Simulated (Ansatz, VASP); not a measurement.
## Two plane-wave programs on Zn4Se3S

```
S Zn Se
1.0
     5.59567    0.00000    0.00000
     0.00000    5.59567    0.00000
     0.00000    0.00000    5.59567
S Zn Se
1 4 3
Direct
  0.00000 0.00000 0.00000
  0.75648 0.75648 0.75648
  0.24352 0.24352 0.75648
  0.24352 0.75648 0.24352
  0.75648 0.24352 0.24352
  0.50000 0.50000 0.00000
  0.50000 0.00000 0.50000
  0.00000 0.50000 0.50000
```

Alike in both runs: task single point; functional r2SCAN; k mesh 4 × 4 × 4; no spin polarisation.

|  | VASP | Ansatz |
| --- | --- | --- |
| version | VASP 6.6.1 | Ansatz 0.2.0 |
| potentials or method | VASP PAW PBE potentials, release 64 (S, Zn, Se) | plane waves, PAW |
| plane-wave cutoff (eV) | 520 | 500 |
| occupations | gaussian, width 0.01 eV | fixed |
| valence electrons in the cell | 72 | 102 |

|  | VASP | Ansatz | Ansatz less VASP |
| --- | --- | --- | --- |
| gap on the k mesh at the Fermi level (eV) | 2.02 | 2.02 | -0.005 |
| pressure (GPa) | 0.1 | 0.0 | -0.05 |
| rms of the force components (eV/Å) | 0.004 | 0.003 | -0.0015 |

VASP's potentials were made for PBE, not for r2SCAN. VASP's potentials hold 72 valence electrons a cell and Ansatz's 102, so a difference there can come from the potentials and not from the codes.
